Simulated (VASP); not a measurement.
# KPd2Se2I (P-3m1) in VASP: notebook

Runs on KPd2Se2I. Level: PBE. Tasks: single point, relaxation of cell and atoms.

All numbers are computed with VASP 6.6.1; they aren't measurements. Logs are shortened: lines on timing, memory, paths and dates and some standing lists are left out, and cuts for length are marked.

### Step 1. The cell of the first run

It takes space group P-3m1 (No. 164, trigonal). Conventional cell: a = 4.061 Å, b = 4.061 Å, c = 10.186 Å, α = 90.00°, β = 90.00°, γ = 120.00°. K (site symmetry -3m) has 6 Se at 3.30 Å and 6 K at 4.06 Å and 6 Pd at 4.08 Å within 4.3 Å. Pd (site symmetry 3m) has 3 Se at 2.56 Å and 3 I at 2.93 Å within 3.4 Å. Se (site symmetry 3m) has 3 Pd at 2.56 Å and 3 K at 3.30 Å within 3.4 Å. I (site symmetry -3m) has 6 Pd at 2.93 Å and 6 Se at 3.63 Å within 3.9 Å.

The cell was built from a structure type or drawn by symmetry, and may not be a known phase.

### Step 2. Single point, PBE

Input file INCAR:

```
PREC = Accurate
ENCUT = 520
EDIFF = 1E-6
ISMEAR = 0
SIGMA = 0.15
LREAL = False
LASPH = True
NELM = 80
ALGO = Normal
ISIF = 2
LWAVE = False
LCHARG = False
GGA = PE
NBANDS = 33
```

Input file KPOINTS:

```
Automatic mesh
0
Gamma
  3 3 2
```

Input file POSCAR:

```
KPd2Se2I
1.0
    4.0613379494     -0.0000000026      0.0000000000
   -2.0306689724      3.5172218388      0.0000000000
    0.0000000000      0.0000000000     10.1860940810
K Pd Se I
1 2 2 1
Direct
    0.0000000000      0.0000000000      0.5000000000
    0.6666666667      0.3333333333      0.1725594612
    0.3333333333      0.6666666667      0.8274405388
    0.6666666667      0.3333333333      0.7275574817
    0.3333333333      0.6666666667      0.2724425183
    0.0000000000      0.0000000000      0.0000000000
```

Potentials or basis: VASP PAW PBE potentials, release 64 (K_sv, Pd, Se, I).

Launch:

```bash
cat potpaw_PBE.64/K_sv/POTCAR potpaw_PBE.64/Pd/POTCAR potpaw_PBE.64/Se/POTCAR potpaw_PBE.64/I/POTCAR > POTCAR
mpirun -np 1 vasp_std > vasp.out
```

OUTCAR:

```text
PREC = Accurate
   ENCUT = 520
   EDIFF = 1E-6
   ISMEAR = 0
   LREAL = False
   LASPH = True
   NELM = 80
   ISIF = 2
   GGA = PE

 ion  position               nearest neighbor table
   1  0.000  0.000  0.500-   4 3.30   5 3.30   5 3.30   4 3.30   4 3.30   5 3.30
   2  0.667  0.333  0.173-   5 2.56   5 2.56   5 2.56   6 2.93   6 2.93   6 2.93
   3  0.333  0.667  0.827-   4 2.56   4 2.56   4 2.56   6 2.93   6 2.93   6 2.93
   4  0.667  0.333  0.728-   3 2.56   3 2.56   3 2.56   1 3.30   1 3.30   1 3.30
   5  0.333  0.667  0.272-   2 2.56   2 2.56   2 2.56   1 3.30   1 3.30   1 3.30
   6  0.000  0.000  0.000-   2 2.93   3 2.93   3 2.93   2 2.93   2 2.93   3 2.93

  LATTYP: Found a hexagonal cell.
 ALAT       =     4.0613379494
 C/A-ratio  =     2.5080636499

  Lattice vectors:

 A1 = (   4.0613379494,  -0.0000000026,   0.0000000000)
 A2 = (  -2.0306689724,   3.5172218388,   0.0000000000)
 A3 = (   0.0000000000,   0.0000000000,  10.1860940810)

Analysis of symmetry for initial positions (statically):
=====================================================================
 Subroutine PRICEL returns:
 Original cell was already a primitive cell.

 Routine SETGRP: Setting up the symmetry group for a
 hexagonal supercell.

 Subroutine GETGRP returns: Found 12 space group operations
 (whereof 12 operations were pure point group operations)
 out of a pool of 24 trial point group operations.

The static configuration has the point symmetry D_3d.

Analysis of symmetry for dynamics (positions and initial velocities):
=====================================================================
 Subroutine PRICEL returns:
 Original cell was already a primitive cell.

 Routine SETGRP: Setting up the symmetry group for a
 hexagonal supercell.

 Subroutine GETGRP returns: Found 12 space group operations
 (whereof 12 operations were pure point group operations)
 out of a pool of 24 trial point group operations.

The dynamic configuration has the point symmetry D_3d.

 Subroutine INISYM returns: Found 12 space group operations
 (whereof 12 operations are pure point group operations),
 and found     1 'primitive' translations

----------------------------------------------------------------------------------------

                                     Primitive cell

  volume of cell :     145.5045

  direct lattice vectors                    reciprocal lattice vectors
     4.061337949 -0.000000003  0.000000000     0.246224277  0.142157652  0.000000000
    -2.030668972  3.517221839  0.000000000     0.000000000  0.284315305  0.000000000
     0.000000000  0.000000000 10.186094081     0.000000000  0.000000000  0.098173058

  length of vectors
     4.061337949  4.061337949 10.186094081     0.284315305  0.284315305  0.098173058

  position of ions in fractional coordinates (direct lattice)
     0.000000000  0.000000000  0.500000000
     0.666666667  0.333333333  0.172559461
     0.333333333  0.666666667  0.827440539
     0.666666667  0.333333333  0.727557482
     0.333333333  0.666666667  0.272442518
     0.000000000  0.000000000  0.000000000

  ion indices of the primitive-cell ions
   primitive index   ion index
                 1           1
                 2           2
                 3           3
                 4           4
                 5           5
                 6           6

----------------------------------------------------------------------------------------

 KPOINTS: Automatic mesh

Automatic generation of k-mesh.
 Grid dimensions read from file:
 generate k-points for:    3    3    2

 Generating k-lattice:

  Cartesian coordinates                     Fractional coordinates (reciprocal lattice)
     0.082074759  0.047385884  0.000000000     0.333333333  0.000000000  0.000000000
     0.000000000  0.094771768  0.000000000     0.000000000  0.333333333  0.000000000
     0.000000000  0.000000000  0.049086529     0.000000000  0.000000000  0.500000000

  Length of vectors
     0.094771768  0.094771768  0.049086529

  Shift w.r.t. Gamma in fractional coordinates (k-lattice)
     0.000000000  0.000000000  0.000000000

 Subroutine IBZKPT returns following result:
 ===========================================

 Found      6 irreducible k-points:

 Following reciprocal coordinates:
            Coordinates               Weight
  0.000000  0.000000  0.000000      1.000000
  0.333333  0.000000  0.000000      6.000000
  0.333333  0.333333  0.000000      2.000000
  0.000000  0.000000  0.500000      1.000000
  0.333333  0.000000  0.500000      6.000000
  0.333333  0.333333  0.500000      2.000000
   k-points           NKPTS =      6   k-points in BZ     NKDIM =      6   number of bands    NBANDS=     33
   number of dos      NEDOS =    301   number of ions     NIONS =      6
   total plane-waves  NPLWV =  72000
   dimension x,y,z NGX =    30 NGY =   30 NGZ =   80
   dimension x,y,z NGXF=    60 NGYF=   60 NGZF=  160
   ions per type =               1   2   2   1
   NGX,Y,Z   is equivalent  to a cutoff of  12.28, 12.28, 13.06 a.u.
   NGXF,Y,Z  is equivalent  to a cutoff of  24.56, 24.56, 26.11 a.u.
 SYSTEM =  unknown system
   PREC   = accura    normal or accurate (medium, high low for compatibility)
   ISTART =      0    job   : 0-new  1-cont  2-samecut
   ICHARG =      2    charge: 1-file 2-atom 10-const
   ISPIN  =      1    spin polarized calculation?
   LNONCOLLINEAR =      F non collinear calculations
   LSORBIT =      F    spin-orbit coupling
   LASPH  =      T    aspherical Exc in radial PAW
   ENCUT  =  520.0 eV  38.22 Ry    6.18 a.u.   7.55  7.55 18.94*2*pi/ulx,y,z
   NELM   =     80;   NELMIN=  2; NELMDL= -5     # of ELM steps
   EDIFF  = 0.1E-05   stopping-criterion for ELM
   LREAL  =      F    real-space projection
   EDIFFG = 0.1E-04   stopping-criterion for IOM
   NSW    =      0    number of steps for IOM
   IBRION =     -1    ionic relax: 0-MD 1-quasi-New 2-CG
   NFREE  =      0    steps in history (QN), initial steepest desc. (CG)
   ISIF   =      2    stress and relaxation
   ISYM   =      2    0-nonsym 1-usesym 2-fastsym
   POTIM  = 0.5000    time-step for ionic-motion
   TEBEG  =    0.0;   TEEND  =   0.0 temperature during run
   PSTRESS=    0.0 pullay stress
   NELECT =      48.0000    total number of electrons
   NUPDOWN=      -1.0000    fix difference up-down
   EMIN   =  10.00;   EMAX   =-10.00  energy-range for DOS
   EFERMI =   0.00;   METHOD = LEGACY
   ISMEAR =     0;   SIGMA  =   0.15  broadening in eV -4-tet -1-fermi 0-gaus
   EFERMI_NEDOS =   21; number of points for ismear=-14 and -15
   IALGO  =     38    algorithm
   IMIX   =      4    mixing-type and parameters
     AMIX     =   0.40;   BMIX     =  1.00
     AMIX_MAG =   1.60;   BMIX_MAG =  1.00
  volume/ion in A,a.u.               =      24.25       163.65
  Fermi-wavevector in a.u.,A,eV,Ry     =   1.131175  2.137610 17.409422  1.279556
  Thomas-Fermi vector in A             =   2.267873
   LORBIT       =      0    0 simple, 1 ext, 2 COOP (PROOUT), +10 PAW based schemes
   GGA     = PE    functional components
   LHFCALC =     F    Hartree Fock is set to
   AEXX    =    0.0000 exact exchange contribution
   IVDW    =     0    specifies the selected vdW correction
   LEPSILON=     F    determine dielectric tensor
   LRPA    =     F    only Hartree local field effects (RPA)
 non-spin polarized calculation
 Gauss-broadening in eV      SIGMA  =   0.15
  energy-cutoff  :      520.00
  volume of cell :      145.50
 maximum number of plane-waves:      3933
 NGX is ok and might be reduce to    30
   NGX = 15   NGY = 15   NGZ = 37

 number of electron      48.0000006 magnetization

 Free energy of the ion-electron system (eV)
  ---------------------------------------------------
  ext. energy  EPLUGINS =         0.00000000
  ---------------------------------------------------
  free energy    TOTEN  =       -22.62353701 eV

  energy without entropy =      -22.61317796  energy(sigma->0) =      -22.61835748

 E-fermi :   4.8494     XC(G=0):  -9.7414

 val. band max:        4.6232003203   @ k =   0.3333   0.0000   0.5000
 cond. band min:       5.0567144098   @ k =   0.3333   0.0000   0.5000
 fundamental gap:      0.4335140895
 Fermi energy:         4.8494325571

 k-point     1 :       0.0000    0.0000    0.0000
  band No.  band energies     occupation
      1     -25.5692      2.00000
      2      -9.4754      2.00000
      3      -9.3187      2.00000
      4      -9.0049      2.00000
      5      -9.0049      2.00000
      6      -7.9243      2.00000
[... 25 lines left out ...]
     32      10.5188      0.00000
     33      11.1318      0.00000

 k-point     2 :       0.3333    0.0000    0.0000
  band No.  band energies     occupation
      1     -25.5546      2.00000
      2      -9.2655      2.00000
      3      -9.1182      2.00000
      4      -9.0451      2.00000
      5      -8.9137      2.00000
      6      -7.8204      2.00000
[... 25 lines left out ...]
     32      11.5586      0.00000
     33      11.8113      0.00000

 k-point     3 :       0.3333    0.3333    0.0000
  band No.  band energies     occupation
      1     -25.5473      2.00000
      2      -9.2132      2.00000
      3      -9.2132      2.00000
      4      -9.0341      2.00000
      5      -8.6300      2.00000
      6      -7.6886      2.00000
[... 25 lines left out ...]
     32      11.7430      0.00000
     33      11.7435      0.00000

 k-point     4 :       0.0000    0.0000    0.5000
  band No.  band energies     occupation
      1     -25.5692      2.00000
      2      -9.5804      2.00000
      3      -9.1305      2.00000
      4      -9.0049      2.00000
      5      -9.0049      2.00000
      6      -8.2419      2.00000
[... 25 lines left out ...]
     32      10.9302      0.00000
     33      11.1128      0.00000

 k-point     5 :       0.3333    0.0000    0.5000
  band No.  band energies     occupation
      1     -25.5546      2.00000
      2      -9.2597      2.00000
      3      -9.1412      2.00000
      4      -9.0451      2.00000
      5      -8.8908      2.00000
      6      -7.8415      2.00000
[... 25 lines left out ...]
     32      11.5979      0.00000
     33      11.6940      0.00000

 k-point     6 :       0.3333    0.3333    0.5000
  band No.  band energies     occupation
      1     -25.5473      2.00000
      2      -9.2131      2.00000
      3      -9.2131      2.00000
      4      -9.0346      2.00000
      5      -8.6294      2.00000
      6      -7.6887      2.00000
[... 25 lines left out ...]
     32      11.8056      0.00000
     33      11.8355      0.00000

------------------------ aborting loop because EDIFF is reached ----------------------------------------

  FORCE on cell =-STRESS in cart. coord.  units (eV):
  Direction    XX          YY          ZZ          XY          YZ          ZX
  --------------------------------------------------------------------------------------
  -------------------------------------------------------------------------------------
  Total       -0.1733921     -0.1733921      0.1609006     -0.0000000      0.0000000      0.0000000
  in kB       -1.9092522     -1.9092522      1.7717061     -0.0000000      0.0000000      0.0000000
  external PRESSURE =      -0.6822661 kB  Pullay stress =       0.0000000 kB

 VOLUME and BASIS-vectors are now :
 -----------------------------------------------------------------------------
  energy-cutoff  :      520.00
  volume of cell :      145.50
      direct lattice vectors                 reciprocal lattice vectors
     4.061337949 -0.000000003  0.000000000     0.246224277  0.142157652  0.000000000
    -2.030668972  3.517221839  0.000000000     0.000000000  0.284315305  0.000000000
     0.000000000  0.000000000 10.186094081     0.000000000  0.000000000  0.098173058

 POSITION                                       TOTAL-FORCE (eV/Angst)
 -----------------------------------------------------------------------------------
      0.00000      0.00000      5.09305        -0.000000     -0.000000      0.000000
      2.03067      1.17241      1.75771         0.000000      0.000000     -0.014679
      0.00000      2.34481      8.42839        -0.000000     -0.000000      0.014679
      2.03067      1.17241      7.41097         0.000000     -0.000000     -0.027581
      0.00000      2.34481      2.77513        -0.000000      0.000000      0.027581
      0.00000      0.00000      0.00000        -0.000000     -0.000000      0.000000
 -----------------------------------------------------------------------------------
    total drift:                                0.000000      0.000000      0.000000

  FREE ENERGIE OF THE ION-ELECTRON SYSTEM (eV)
  ---------------------------------------------------
  free  energy   TOTEN  =       -22.6235370085 eV

  energy  without entropy=      -22.6131779551  energy(sigma->0) =      -22.61835748
```

It took 62 s on 1 thread of AMD EPYC 7R13, shared host; peak memory 0.23 GiB.

What came out:

```
Free energy            : -22.6235 eV
Pressure               : -0.1 GPa
Largest force          : 0.028 eV/Å
Band gap on the k mesh : zero (bands 24 and 25 overlap by 1.41 eV)
```

Forces on the atoms (eV/Å):
```
K    0.000  0.000  0.000
Pd   0.000  0.000 -0.015
Pd   0.000  0.000  0.015
Se   0.000  0.000 -0.028
Se   0.000  0.000  0.028
I    0.000  0.000  0.000
```

Levels at points of the mesh, in eV from the Fermi level:
```
           k point  band 20  band 21  band 22  band 23  band 24  band 25  band 26  band 27  band 28  band 29
(0.00, 0.00, 0.00)    -1.54    -1.40    -0.33     0.62     0.62     1.30     1.30     2.28     3.40     4.19
(0.00, 0.00, 0.50)    -1.56    -1.11    -0.95     0.74     0.74     1.18     1.18     3.31     3.33     4.07
```

Caveat: the k points lie up to 0.60 Å⁻¹ apart, too coarse for converged energies and pressures of a metal; spin-orbit coupling is left out, which moves the levels of the heavy elements.

[end of part 1 of 2]
